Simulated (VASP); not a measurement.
Runs of VASP 6.6.1 on Pt. The structure is that of space group Fd-3m (No. 227), or close to it. The cells are those of the table. This isn't the form of Pt at room conditions, which is fcc.

| task | spin | cell | k mesh | cutoff (eV) | smearing | gap on the mesh (eV) | pressure (GPa) | moment (μB) | relaxed volume (Å³/atom) |
| --- | --- | --- | --- | --- | --- | --- | --- | --- | --- |
| single point | off | a = 4.087 Å, angles 60.0°, 2 atoms | 10 × 10 × 10 | 520 | fermi-dirac 0.1 eV | none | -0.4 | - | - |
| single point | off | a = 4.087 Å, angles 60.0°, 2 atoms | 15 × 15 × 15 | 520 | fermi-dirac 0.1 eV | none | (a) | - | - |
| single point | off | a = 4.032 Å, angles 60.0°, 2 atoms | 11 × 11 × 11 | 520 | fermi-dirac 0.1 eV | none | (b) | - | - |
| single point | collinear | a = 4.083 Å, angles 60.0°, 2 atoms | 15 × 15 × 15 | 520 | fermi-dirac 0.05 eV | none | -0.2 | (c) | - |
| single point | collinear | a = 3.972 Å, angles 60.0°, 2 atoms | 15 × 15 × 15 | 520 | fermi-dirac 0.05 eV | none | 11.4 | 0.00 | - |
| single point | collinear | a = 4.083 Å, angles 60.0°, 2 atoms | 10 × 10 × 10 | 520 | fermi-dirac 0.05 eV | none | -0.4 | 0.28 | - |
| relaxation of cell and atoms | off | relaxed from a = 3.863 Å, angles 60.0°, 2 atoms | 10 × 10 × 10 | 600 | fermi-dirac 0.1 eV | none | 0.0 | - | 24.06 |
| single point | off | a = 3.916 Å, angles 60.0°, 2 atoms | 11 × 11 × 11 | 520 | fermi-dirac 0.1 eV | none | 19.7 | - | - |
| single point | off | a = 4.141 Å, angles 60.0°, 2 atoms | 11 × 11 × 11 | 520 | fermi-dirac 0.1 eV | none | -4.3 | - | - |
| single point | off | a = 4.193 Å, angles 60.0°, 2 atoms | 11 × 11 × 11 | 520 | fermi-dirac 0.1 eV | none | -7.3 | - | - |
| single point | off | a = 3.975 Å, angles 60.0°, 2 atoms | 11 × 11 × 11 | 520 | fermi-dirac 0.1 eV | none | 11.2 | - | - |
| relaxation of cell and atoms | collinear | relaxed from a = 3.863 Å, angles 60.0°, 2 atoms | 10 × 10 × 10 | 600 | fermi-dirac 0.05 eV | none | 0.0 | 0.00 | 23.99 |

Alike in all rows: level PBE; potentials or basis VASP PAW PBE potentials, release 64 (Pt).

Question: Estimate the missing entries.

Answer: (a) -0.3; (b) 4.7; (c) 0.45.

Caveats: spin-orbit coupling is left out, which moves the levels of the heavy elements; the cell stands under pressure (at least some runs); the volume moved by over 15 % at a fixed basis, so the end points are rough (at least some runs); the cell stands under tension (at least some runs).

A k mesh can miss the band edges, and the runs leave out spin-orbit coupling on Pt.

A gap of «none» marks levels without a gap at the run's occupations.
